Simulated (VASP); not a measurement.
Runs of VASP 6.6.1 on CoO. The structure is that of space group Fm-3m (No. 225), or close to it. The cells are those of the table. 

```tsv
task	cell	gap on the mesh (eV)	pressure (GPa)	moment (μB)
electric field gradients	a = 3.004 Å, angles 60.0°, 2 atoms	none	-0.7	2.88
electric field gradients	a = 3.060 Å, angles 58.0°, 2 atoms	none	-2.5	2.90
electric field gradients	a = 3.024 Å, angles 60.0°, 2 atoms	none	-3.9	2.93
electric field gradients	a = 2.994 Å, angles 60.0°, 2 atoms	none	0.9	2.84
electric field gradients	a = 3.030 Å, angles 59.3°, 2 atoms	none	-2.3	2.91
electric field gradients	a = 2.999 Å, angles 60.7°, 2 atoms	none	-2.3	2.91
electric field gradients	a = 2.953 Å, angles 60.0°, 2 atoms	none	7.9	(b)
single point	a = 2.999 Å, angles 60.7°, 2 atoms	none	-2.4	2.91
electric field gradients	a = 2.970, b = 2.970, c = 3.014 Å, angles 59.5, 59.5, 61.0°, 2 atoms	none	(c)	2.80
electric field gradients	a = 2.984, b = 2.984, c = 3.014 Å, angles 59.7, 59.7, 60.7°, 2 atoms	none	(a)	2.84
single point	a = 3.045 Å, angles 58.7°, 2 atoms	none	-2.3	2.91
```

Alike in all rows: level PBE; potentials or basis VASP PAW PBE potentials, release 64 (Co, O); spin collinear, ferromagnetic start; k mesh 16 × 16 × 16; cutoff (eV) 520; smearing fermi-dirac 0.05 eV.

Problem. Fill in the values left out.

Solution. (a) 1.0; (b) 2.66; (c) 2.8.

Caveats: a cell with one magnetic atom can't hold antiferromagnetic order, which such compounds often take; semilocal functionals often make such compounds metallic where correlation or magnetic order opens a gap, which also shifts bond lengths; the cell stands under tension (at least some runs); the cell stands under pressure (at least some runs).

A gap of «none» marks levels without a gap at the run's occupations.
